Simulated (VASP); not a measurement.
# Bi (P6_3/mmc) in VASP: notebook

Bi is run at these levels: RPBE; tasks: relaxation of cell and atoms, single point.

Program: VASP 6.6.1. These are calculated values, not measurements. Logs are shortened: lines on timing, memory, paths and dates and some standing lists are left out, and cuts for length are marked.

## 1. The cell of the first run

It takes space group P6_3/mmc (No. 194, hexagonal). Conventional cell: a = 3.558 Å, b = 3.558 Å, c = 11.620 Å, α = 90.00°, β = 90.00°, γ = 120.00°. Within 4.7 Å of Bi (site symmetry -3m) lie 12 Bi at 3.56 Å. Within 4.7 Å of Bi (site symmetry -6m2) lie 12 Bi at 3.56 Å.

This isn't the form of Bi at room conditions, which is rhombohedral.

## 2. Relaxation of cell and atoms, RPBE

File INCAR:

```
SYSTEM = Bi
PREC = Accurate
ENCUT = 600
EDIFF = 1E-7
ISMEAR = -1
SIGMA = 0.1
LREAL = .FALSE.
LASPH = .TRUE.
NELM = 80
ALGO = Normal
ISIF = 3
LWAVE = .FALSE.
LCHARG = .FALSE.
GGA = RP
IBRION = 2
NSW = 80
EDIFFG = -0.01
```

File KPOINTS:

```
regular mesh
0
G
  10 10 3
  0 0 0
```

File POSCAR:

```
Bi
1.0
    3.5579831475      0.0000000000      0.0000000000
   -1.7789915738      3.0813037920      0.0000000000
    0.0000000000      0.0000000000     11.6203729598
Bi
4
Direct
    0.0000000000      0.0000000000      0.0000000000
    0.0000000000      0.0000000000      0.5000000000
    0.3333333333      0.6666666667      0.2500000000
    0.6666666667      0.3333333333      0.7500000000
```

Potentials or basis: VASP PAW PBE potentials, release 64 (Bi_d).

On the command line:

```
> cat potpaw_PBE.64/Bi_d/POTCAR > POTCAR
> mpirun -np 1 vasp_std > vasp.out
```

OUTCAR:

```text
SYSTEM = Bi
   PREC = Accurate
   ENCUT = 600
   EDIFF = 1E-7
   ISMEAR = -1
   LREAL = .FALSE.
   LASPH = .TRUE.
   NELM = 80
   ISIF = 3
   GGA = RP
   IBRION = 2
   NSW = 80
   EDIFFG = -0.01

 ion  position               nearest neighbor table
   1  0.000  0.000  0.000-   3 3.56   4 3.56   4 3.56   3 3.56   4 3.56   3 3.56
   2  0.000  0.000  0.500-   3 3.56   4 3.56   4 3.56   3 3.56   4 3.56   3 3.56
   3  0.333  0.667  0.250-   1 3.56   2 3.56   1 3.56   2 3.56   1 3.56   2 3.56
   4  0.667  0.333  0.750-   1 3.56   2 3.56   1 3.56   2 3.56   1 3.56   2 3.56

  LATTYP: Found a hexagonal cell.
 ALAT       =     3.5579831475
 C/A-ratio  =     3.2660000000

  Lattice vectors:

 A1 = (   3.5579831475,   0.0000000000,   0.0000000000)
 A2 = (  -1.7789915738,   3.0813037920,   0.0000000000)
 A3 = (   0.0000000000,   0.0000000000,  11.6203729598)

Analysis of symmetry for initial positions (statically):
=====================================================================
 Subroutine PRICEL returns:
 Original cell was already a primitive cell.

 Routine SETGRP: Setting up the symmetry group for a
 hexagonal supercell.

 Subroutine GETGRP returns: Found 24 space group operations
 (whereof 12 operations were pure point group operations)
 out of a pool of 24 trial point group operations.

The static configuration has the point symmetry D_3d.
 The point group associated with its full space group is D_6h.

Analysis of symmetry for dynamics (positions and initial velocities):
=====================================================================
 Subroutine PRICEL returns:
 Original cell was already a primitive cell.

 Routine SETGRP: Setting up the symmetry group for a
 hexagonal supercell.

 Subroutine GETGRP returns: Found 24 space group operations
 (whereof 12 operations were pure point group operations)
 out of a pool of 24 trial point group operations.

The dynamic configuration has the point symmetry D_3d.
 The point group associated with its full space group is D_6h.

 Subroutine INISYM returns: Found 24 space group operations
 (whereof 12 operations are pure point group operations),
 and found     1 'primitive' translations

----------------------------------------------------------------------------------------

                                     Primitive cell

  volume of cell :     127.3968

  direct lattice vectors                    reciprocal lattice vectors
     3.557983147  0.000000000  0.000000000     0.281058105  0.162268972  0.000000000
    -1.778991574  3.081303792  0.000000000     0.000000000  0.324537945  0.000000000
     0.000000000  0.000000000 11.620372960     0.000000000  0.000000000  0.086055758

  length of vectors
     3.557983147  3.557983148 11.620372960     0.324537945  0.324537945  0.086055758

[... 71 lines left out ...]
   ions per type =               4
   NGX,Y,Z   is equivalent  to a cutoff of  13.08, 13.08, 13.73 a.u.
   NGXF,Y,Z  is equivalent  to a cutoff of  26.17, 26.17, 27.47 a.u.
 SYSTEM =  Bi
   PREC   = accura    normal or accurate (medium, high low for compatibility)
   ISTART =      0    job   : 0-new  1-cont  2-samecut
   ICHARG =      2    charge: 1-file 2-atom 10-const
   ISPIN  =      1    spin polarized calculation?
   LNONCOLLINEAR =      F non collinear calculations
   LSORBIT =      F    spin-orbit coupling
   LASPH  =      T    aspherical Exc in radial PAW
   ENCUT  =  600.0 eV  44.10 Ry    6.64 a.u.   7.11  7.11 23.21*2*pi/ulx,y,z
   NELM   =     80;   NELMIN=  2; NELMDL= -5     # of ELM steps
   EDIFF  = 0.1E-06   stopping-criterion for ELM
   LREAL  =      F    real-space projection
   EDIFFG = -.1E-01   stopping-criterion for IOM
   NSW    =     80    number of steps for IOM
   IBRION =      2    ionic relax: 0-MD 1-quasi-New 2-CG
   NFREE  =      1    steps in history (QN), initial steepest desc. (CG)
   ISIF   =      3    stress and relaxation
   ISYM   =      2    0-nonsym 1-usesym 2-fastsym
   POTIM  = 0.5000    time-step for ionic-motion
   TEBEG  =    0.0;   TEEND  =   0.0 temperature during run
   PSTRESS=    0.0 pullay stress
   NELECT =      60.0000    total number of electrons
   NUPDOWN=      -1.0000    fix difference up-down
   EMIN   =  10.00;   EMAX   =-10.00  energy-range for DOS
   EFERMI =   0.00;   METHOD = LEGACY
   ISMEAR =    -1;   SIGMA  =   0.10  broadening in eV -4-tet -1-fermi 0-gaus
   EFERMI_NEDOS =   21; number of points for ismear=-14 and -15
   IALGO  =     38    algorithm
   IMIX   =      4    mixing-type and parameters
     AMIX     =   0.40;   BMIX     =  1.00
     AMIX_MAG =   1.60;   BMIX_MAG =  1.00
  volume/ion in A,a.u.               =      31.85       214.93
  Fermi-wavevector in a.u.,A,eV,Ry     =   1.273715  2.406973 22.073427  1.622351
  Thomas-Fermi vector in A             =   2.406523
   LORBIT       =      0    0 simple, 1 ext, 2 COOP (PROOUT), +10 PAW based schemes
   GGA     = RP    functional components
   LHFCALC =     F    Hartree Fock is set to
   AEXX    =    0.0000 exact exchange contribution
   IVDW    =     0    specifies the selected vdW correction
   LEPSILON=     F    determine dielectric tensor
   LRPA    =     F    only Hartree local field effects (RPA)
 conjugate gradient relaxation of ions
 non-spin polarized calculation
  energy-cutoff  :      600.00
  volume of cell :      127.40
 maximum number of plane-waves:      4277
   NGX = 15   NGY = 15   NGZ = 47

--------------------------------------- Ionic step        1  -------------------------------------------

 number of electron      59.9999991 magnetization

 Free energy of the ion-electron system (eV)
  ---------------------------------------------------
  ext. energy  EPLUGINS =         0.00000000
  ---------------------------------------------------
  free energy    TOTEN  =       -13.39394224 eV

  energy without entropy =      -13.30617625  energy(sigma->0) =      -13.35005924

 E-fermi :   7.8017     XC(G=0): -10.1048

 val. band max:        7.7850013496   @ k =   0.2000  -0.0000   0.3333
 cond. band min:       7.8077564044   @ k =   0.2000   0.2000   0.3333
 fundamental gap:      0.0227550548
 Fermi energy:         7.8016959865

 k-point     1 :       0.0000    0.0000    0.0000
  band No.  band energies     occupation
      1     -15.3342      2.00000
      2     -15.3325      2.00000
      3     -15.3262      2.00000
      4     -15.3262      2.00000
      5     -15.3196      2.00000
      6     -15.3196      2.00000
[... 1078 lines left out ...]
--------------------------------------- Ionic step        5  -------------------------------------------

 number of electron      59.9999999 magnetization

 Free energy of the ion-electron system (eV)
  ---------------------------------------------------
  ext. energy  EPLUGINS =         0.00000000
  ---------------------------------------------------
  free energy    TOTEN  =       -13.41182845 eV

  energy without entropy =      -13.32782808  energy(sigma->0) =      -13.36982827

 E-fermi :   7.5503     XC(G=0):  -9.9969

 val. band max:        7.4914249918   @ k =   0.4000   0.1000   0.3333
 cond. band min:       7.5548673875   @ k =   0.2000   0.2000   0.3333
 fundamental gap:      0.0634423958
 Fermi energy:         7.5502777091

 k-point     1 :       0.0000    0.0000    0.0000
  band No.  band energies     occupation
      1     -15.5919      2.00000
      2     -15.5886      2.00000
      3     -15.5830      2.00000
      4     -15.5830      2.00000
      5     -15.5815      2.00000
      6     -15.5815      2.00000
[... 958 lines left out ...]
  FREE ENERGIE OF THE ION-ELECTRON SYSTEM (eV)
  ---------------------------------------------------
  free  energy   TOTEN  =       -13.4118284528 eV

  energy  without entropy=      -13.3278280844  energy(sigma->0) =      -13.36982827

 reached required accuracy - stopping structural energy minimisation
```

CONTCAR:

```text
Bi
   1.00000000000000
     3.5552270305646978    0.0000000000000514    0.0000000000000000
    -1.7776135153322656    3.0789169247181301   -0.0000000000000000
     0.0000000000000000    0.0000000000000000   11.9032156564526694
  Bi
     4
Direct
     0.0000000000000000    0.0000000000000000    0.0000000000000000
     0.0000000000000000    0.0000000000000000    0.5000000000000000
     0.3333333332999970    0.6666666667000030    0.2500000000000000
     0.6666666667000030    0.3333333332999970    0.7500000000000000

  0.00000000E+00  0.00000000E+00  0.00000000E+00
  0.00000000E+00  0.00000000E+00  0.00000000E+00
  0.00000000E+00  0.00000000E+00  0.00000000E+00
  0.00000000E+00  0.00000000E+00  0.00000000E+00
```

Run time: 5.8 min. Hardware: 1 thread of Intel Xeon Platinum 8488C (Sapphire Rapids), shared host; peak memory 0.33 GiB.

What came out:

* Free energy: -13.4118 eV
* Relaxed volume: 32.57 Å³/atom
* Relaxed cell: a = 3.555 Å, b = 3.555 Å, c = 11.903 Å, α = 90.00°, β = 90.00°, γ = 120.00°
* Space group after relaxing (to 0.1 Å): P6_3/mmc (No. 194)
* Energy gained by relaxing: 4.5 meV/atom
* Ionic steps: 5
* Pressure after relaxing: 0.0 GPa
* Band gap on the k mesh: zero (bands 30 and 31 overlap by 5.74 eV)

Step by step:
```tsv
step	energy change (eV)	largest force (eV/Å)	pressure (GPa)	volume (Å³)
1	0.0000	0.0000	1.11	127.40
2	-0.0135	0.0000	-0.46	131.50
3	-0.0142	0.0000	-0.19	130.72
4	-0.0171	0.0000	-0.09	130.49
5	-0.0179	0.0000	0.00	130.30
```

Final structure:
```
Bi
1.0
     3.55523    0.00000    0.00000
    -1.77761    3.07892    0.00000
     0.00000    0.00000   11.90322
Bi
4
Direct
  0.00000 0.00000 0.00000
  0.00000 0.00000 0.50000
  0.33333 0.66667 0.25000
  0.66667 0.33333 0.75000
```

Levels at points of the mesh, in eV from the Fermi level:
```tsv
k point	band 28	band 29	band 30	band 31	band 32	band 33
(0.00, 0.00, 0.00)	3.43	3.43	4.04	4.04	4.06	4.06
(0.50, 0.00, 0.00)	-3.33	-1.38	-0.70	0.54	1.36	1.60
```

Caveat: the PAW data sets were made with another functional, which shifts forces and pressure a little; spin-orbit coupling is left out, which moves the levels of the heavy elements.

## 3. Single point, RPBE

This run uses another cell than the first one, of 32.60 Å³/atom.

File INCAR:

```
SYSTEM = Bi
  PREC = Accurate
  ENCUT = 520
  EDIFF = 1E-6
  ISMEAR = -1
  SIGMA = 0.1
  LREAL = .FALSE.
  LASPH = .TRUE.
  NELM = 80
  ALGO = Normal
  ISIF = 2
  LWAVE = .FALSE.
  LCHARG = .FALSE.
  GGA = RP
  NBANDS = 38
```

File KPOINTS:

```
Automatic mesh
0
G
  10 10 3
  0 0 0
```

File POSCAR:

```
Bi
1.0
    3.5557263875      0.0000000000      0.0000000000
   -1.7778631938      3.0793493805      0.0000000000
    0.0000000000      0.0000000000     11.9108581431
Bi
4
Direct
    0.0000000000      1.0000000000      0.0000000000
    0.0000000000      1.0000000000      0.5000000000
    0.3333333333      0.6666666667      0.2500000000
    0.6666666667      0.3333333333      0.7500000000
```

Potentials or basis: VASP PAW PBE potentials, release 64 (Bi_d).

On the command line:

```
> cat potpaw_PBE.64/Bi_d/POTCAR > POTCAR
> mpirun -np 1 vasp_std > vasp.out
```

Wall time 63 s (1 thread of Intel Xeon 6975P-C (Granite Rapids), shared host); peak memory 0.29 GiB.

The run converged. Its results:

```yaml
Free_energy: -13.4126 eV
Pressure: -0.1 GPa
Band_gap_on_the_k_mesh: zero (bands 30 and 31 overlap by 5.74 eV)
```

Levels at points of the mesh, in eV from the Fermi level:
```csv
k point,band 27,band 28,band 29,band 30,band 31,band 32,band 33,band 34
"(0.00, 0.00, 0.00)",-1.29,3.43,3.43,4.04,4.04,4.06,4.06,4.37
"(0.50, 0.00, 0.00)",-3.74,-3.33,-1.38,-0.70,0.54,1.36,1.60,1.60
```

Caveat: the PAW data sets were made with another functional, which shifts forces and pressure a little; spin-orbit coupling is left out, which moves the levels of the heavy elements.

## 4. Single point, RPBE (28.69 Å³/atom)

This run uses another cell than the first one, of 28.69 Å³/atom.

File INCAR:

```
SYSTEM = Bi
PREC     = Accurate       ! precision mode
ENCUT    = 520            ! plane-wave cutoff, eV
EDIFF    = 1E-7           ! SCF threshold, eV
ISMEAR   = -1             ! smearing method
SIGMA    = 0.1            ! smearing width, eV
LREAL    = .False.        ! projectors in reciprocal space
LASPH    = .True.         ! aspherical terms in the spheres
NELM     = 60             ! most SCF steps
ALGO     = Normal         ! electronic algorithm
ISIF     = 2              ! what is computed and relaxed
LWAVE    = .False.        ! write WAVECAR
LCHARG   = .False.        ! write CHGCAR
GGA      = RP             ! functional
NBANDS   = 38             ! bands
```

File KPOINTS:

```
Automatic mesh
0
Gamma
  12 12 3
  0 0 0
```

File POSCAR:

```
Bi
1.0
    3.4073956039      0.0000000000      0.0000000000
   -1.7036978020      2.9508911537      0.0000000000
    0.0000000000      0.0000000000     11.4139844443
Bi
4
Direct
    0.0000000000      1.0000000000      0.0000000000
    0.0000000000      1.0000000000      0.5000000000
    0.3333333333      0.6666666667      0.2500000000
    0.6666666667      0.3333333333      0.7500000000
```

Potentials or basis: VASP PAW PBE potentials, release 64 (Bi_d).

On the command line:

```
> cat potpaw_PBE.64/Bi_d/POTCAR > POTCAR
> mpirun -np 1 vasp_std > vasp.out
```

OUTCAR:

```text
SYSTEM = Bi
   PREC = Accurate
   ENCUT = 520
   EDIFF = 1E-7
   ISMEAR = -1
   LREAL = .False.
   LASPH = .True.
   NELM = 60
   ISIF = 2
   GGA = RP

 ion  position               nearest neighbor table
   1  0.000  0.000  0.000-   3 3.47   4 3.47   4 3.47   3 3.47   4 3.47   3 3.47
   2  0.000  0.000  0.500-   3 3.47   4 3.47   4 3.47   3 3.47   4 3.47   3 3.47
   3  0.333  0.667  0.250-   1 3.47   2 3.47   1 3.47   2 3.47   1 3.47   2 3.47
   4  0.667  0.333  0.750-   1 3.47   2 3.47   1 3.47   2 3.47   1 3.47   2 3.47

  LATTYP: Found a hexagonal cell.
 ALAT       =     3.4073956039
 C/A-ratio  =     3.3497679081
[... 1184 lines left out ...]
  --------------------------------------------------------------------------------------
  -------------------------------------------------------------------------------------
  Total        5.7944725      5.7944725      5.5217934     -0.0000000     -0.0000000      0.0000000
  in kB       80.8930976     80.8930976     77.0863901     -0.0000000     -0.0000000      0.0000000
  external PRESSURE =      79.6241951 kB  Pullay stress =       0.0000000 kB

 VOLUME and BASIS-vectors are now :
 -----------------------------------------------------------------------------
  energy-cutoff  :      520.00
  volume of cell :      114.77
      direct lattice vectors                 reciprocal lattice vectors
     3.407395604  0.000000000  0.000000000     0.293479278  0.169440340  0.000000000
    -1.703697802  2.950891154  0.000000000     0.000000000  0.338880680  0.000000000
     0.000000000  0.000000000 11.413984444     0.000000000  0.000000000  0.087611824

 POSITION                                       TOTAL-FORCE (eV/Angst)
 -----------------------------------------------------------------------------------
      0.00000      0.00000      0.00000        -0.000000      0.000000     -0.000000
      0.00000      0.00000      5.70699        -0.000000      0.000000     -0.000000
     -0.00000      1.96726      2.85350        -0.000000      0.000000     -0.000000
      1.70370      0.98363      8.56049         0.000000      0.000000      0.000000
 -----------------------------------------------------------------------------------
    total drift:                                0.000000     -0.000000      0.000000

  FREE ENERGIE OF THE ION-ELECTRON SYSTEM (eV)
  ---------------------------------------------------
  free  energy   TOTEN  =       -13.0737902411 eV

  energy  without entropy=      -12.9979566096  energy(sigma->0) =      -13.03587343
```

OSZICAR:

```text
N       E                     dE             d eps       ncg     rms          rms(c)
DAV:   1     0.735657802649E+03    0.73566E+03   -0.31324E+04  2888   0.204E+03
DAV:   2     0.695511837446E+02   -0.66611E+03   -0.65364E+03  2888   0.567E+02
DAV:   3    -0.925788492873E+01   -0.78809E+02   -0.76663E+02  3416   0.204E+02
DAV:   4    -0.128856861582E+02   -0.36278E+01   -0.36088E+01  3292   0.453E+01
DAV:   5    -0.130793021121E+02   -0.19362E+00   -0.19359E+00  4126   0.955E+00    0.878E-01
DAV:   6    -0.130737121367E+02    0.55900E-02   -0.58917E-02  3600   0.200E+00    0.529E-01
DAV:   7    -0.130733753864E+02    0.33675E-03   -0.20821E-02  3484   0.135E+00    0.156E-01
DAV:   8    -0.130737864500E+02   -0.41106E-03   -0.19002E-03  3726   0.479E-01    0.245E-02
DAV:   9    -0.130738006020E+02   -0.14152E-04   -0.11430E-04  3852   0.143E-01    0.864E-03
DAV:  10    -0.130737936491E+02    0.69529E-05   -0.10929E-05  3868   0.272E-02    0.351E-03
DAV:  11    -0.130737895117E+02    0.41374E-05   -0.14356E-06  3450   0.162E-02    0.856E-04
DAV:  12    -0.130737902558E+02   -0.74412E-06   -0.37349E-07  2748   0.766E-03    0.466E-04
DAV:  13    -0.130737902411E+02    0.14658E-07   -0.28402E-08  1858   0.198E-03
   1 F= -.13073790E+02 E0= -.13035873E+02  d E =-.758336E-01
```

Run time: 92 s. Hardware: 1 thread of Intel Xeon 6975P-C (Granite Rapids), shared host; peak memory 0.3 GiB.

Results:

| Property | Result |
| --- | --- |
| Free energy | -13.0738 eV |
| Pressure | 8.0 GPa |
| Band gap on the k mesh | zero (bands 30 and 31 overlap by 6.94 eV) |

Levels at points of the mesh, in eV from the Fermi level:
```tsv
k point	band 27	band 28	band 29	band 30	band 31	band 32	band 33	band 34
(0.00, 0.00, 0.00)	-1.34	4.02	4.02	4.77	4.77	4.78	4.78	5.18
(0.50, 0.00, 0.00)	-4.23	-3.77	-1.67	-0.86	0.56	1.60	1.80	1.82
```

Caveat: the cell stands under pressure; the PAW data sets were made with another functional, which shifts forces and pressure a little; spin-orbit coupling is left out, which moves the levels of the heavy elements.

## 5. Summary

| task | cell | k mesh | cutoff (eV) | gap on the mesh (eV) | pressure (GPa) |
| --- | --- | --- | --- | --- | --- |
| relaxation of cell and atoms | relaxed from a = 3.558, b = 3.558, c = 11.620 Å, angles 90.0, 90.0, 120.0°, 4 atoms | 10 × 10 × 3 | 600 | none | 0.0 |
| single point | a = 3.556, b = 3.556, c = 11.911 Å, angles 90.0, 90.0, 120.0°, 4 atoms | 10 × 10 × 3 | 520 | none | -0.1 |
| single point | a = 3.407, b = 3.407, c = 11.414 Å, angles 90.0, 90.0, 120.0°, 4 atoms | 12 × 12 × 3 | 520 | none | 8.0 |

Alike in all rows: level RPBE; potentials or basis VASP PAW PBE potentials, release 64 (Bi_d); no spin polarisation; smearing fermi-dirac 0.1 eV.

Caveats: the PAW data sets were made with another functional, which shifts forces and pressure a little; spin-orbit coupling is left out, which moves the levels of the heavy elements; the cell stands under pressure (at least some runs).

Total energies depend on the potentials used, so only differences within one code and one set of settings carry meaning.

The gap in the log of VASP goes by the Fermi energy; the results here count the filled bands.